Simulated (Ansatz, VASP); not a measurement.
One calculation of AlN, two programs

File POSCAR:

```
AlN
1.0
    0.0000000000      2.2000000000      2.2000000000
    2.2000000000      0.0000000000      2.2000000000
    2.2000000000      2.2000000000      0.0000000000
Al N
1 1
Direct
    0.0000000000      0.0000000000      0.0000000000
    0.2500000000      0.2500000000      0.2500000000
```

Contents of INCAR.step1:

```
SYSTEM = AlN
PREC     = Accurate       ! precision mode
ENCUT    = 520            ! plane-wave cutoff, eV
ISMEAR   = -1             ! smearing method
SIGMA    = 0.02           ! smearing width, eV
LREAL    = .False.        ! projectors in reciprocal space
LASPH    = .True.         ! aspherical terms in the spheres
NELM     = 60             ! most SCF steps
NBANDS   = 11             ! bands
GGA      = PE             ! functional
ALGO     = Normal         ! electronic algorithm
EDIFF    = 1E-4           ! SCF threshold, eV
LWAVE    = .True.         ! write WAVECAR
LCHARG   = .False.        ! write CHGCAR
```

INCAR.step2

```
SYSTEM = AlN
PREC     = Accurate       ! precision mode
ENCUT    = 520            ! plane-wave cutoff, eV
EDIFF    = 1E-6           ! SCF threshold, eV
ISMEAR   = -1             ! smearing method
SIGMA    = 0.02           ! smearing width, eV
LREAL    = .False.        ! projectors in reciprocal space
LASPH    = .True.         ! aspherical terms in the spheres
NELM     = 60             ! most SCF steps
ALGO     = Normal         ! electronic algorithm
ISIF     = 2              ! what is computed and relaxed
LWAVE    = .False.        ! write WAVECAR
LCHARG   = .True.         ! write CHGCAR
METAGGA  = R2SCAN         ! meta-GGA
LMIXTAU  = .True.       
LELF     = .True.         ! ELF
LVHAR    = .True.       
NBANDS   = 11             ! bands
ISTART   = 1
```

Contents of KPOINTS:

```
Automatic mesh
0
Gamma
  6 6 6
  0 0 0
```

Input for Ansatz:

```yaml
crystal:
  lattice:
    - [0, 2.2, 2.2]
    - [2.2, 0, 2.2]
    - [2.2, 2.2, 0]
  atoms:
    - { symbol: Al, position: [0, 0, 0] }
    - { symbol: "N", position: [0.25, 0.25, 0.25] }
kpoints:
  mp_grid: { grid: [6, 6, 6] }
hamiltonian:
  xc: r2scan
  pseudopotentials: { kind: paw, source: ansatz }
scf:
  occupations: { method: fermi_dirac, width: 0.02 }
  convergence: { dr2_threshold: "1e-10 eV" }
  max_iter: 300
output:
  forces: true
  stress: true
  eigenvalues: true
```

Alike in both runs: task single point; functional r2SCAN; k mesh 6 × 6 × 6; occupations fermi-dirac, width 0.02 eV; no spin polarisation.

```csv
,VASP,Ansatz
version,VASP 6.6.1,Ansatz 0.2.0 development build
potentials or method,"VASP PAW PBE potentials, release 64 (Al, N)","plane waves, PAW datasets (hand-made set)"
plane-wave cutoff (eV),520,900
valence electrons in the cell,8,16
```

```csv
,VASP,Ansatz,Ansatz less VASP
gap on the k mesh at the Fermi level (eV),3.92,3.92,+0.007
```

VASP's potentials were made for PBE, not for r2SCAN. VASP's potentials hold 8 valence electrons a cell and Ansatz's 16, so a difference there can come from the potentials and not from the codes.
